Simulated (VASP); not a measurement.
A run of VASP 6.6.1:

Contents of INCAR:

```
SYSTEM = BN
PREC     = Accurate       ! precision mode
ENCUT    = 520            ! plane-wave cutoff, eV
EDIFF    = 1E-6           ! SCF threshold, eV
ISMEAR   = -1             ! smearing method
SIGMA    = 0.08           ! smearing width, eV
LREAL    = .FALSE.        ! projectors in reciprocal space
LASPH    = .TRUE.         ! aspherical terms in the spheres
NELM     = 80             ! most SCF steps
ALGO     = Normal         ! electronic algorithm
ISIF     = 2              ! what is computed and relaxed
LWAVE    = .FALSE.        ! write WAVECAR
LCHARG   = .FALSE.        ! write CHGCAR
GGA      = PS             ! functional
NBANDS   = 11             ! bands
```

File KPOINTS:

```
regular mesh
0
G
  17 17 17
  0 0 0
```

The input POSCAR:

```
BN
1.0
    0.0000000000      1.7660217555      1.7660217555
    1.7660217555      0.0000000000      1.7660217555
    1.7660217555      1.7660217555      0.0000000000
B N
1 1
Direct
    0.0000000000      0.0000000000      0.0000000000
    0.2500000000      0.2500000000      0.2500000000
```

Potentials or basis: VASP PAW PBE potentials, release 64 (B, N).

Launch:

```sh
$ cat potpaw_PBE.64/B/POTCAR potpaw_PBE.64/N/POTCAR > POTCAR
$ mpirun -np 1 vasp_std > vasp.out
```

Hardware: 1 thread of Intel(R) Xeon(R) Platinum 8488C (Sapphire Rapids), on a shared host.

Task: How long does it take, and how much memory?

Result: Wall time 14 s on 1 thread of Intel(R) Xeon(R) Platinum 8488C (Sapphire Rapids), on a shared host, peak memory 0.13 GiB. Counts: scf iterations 12, k points 165.
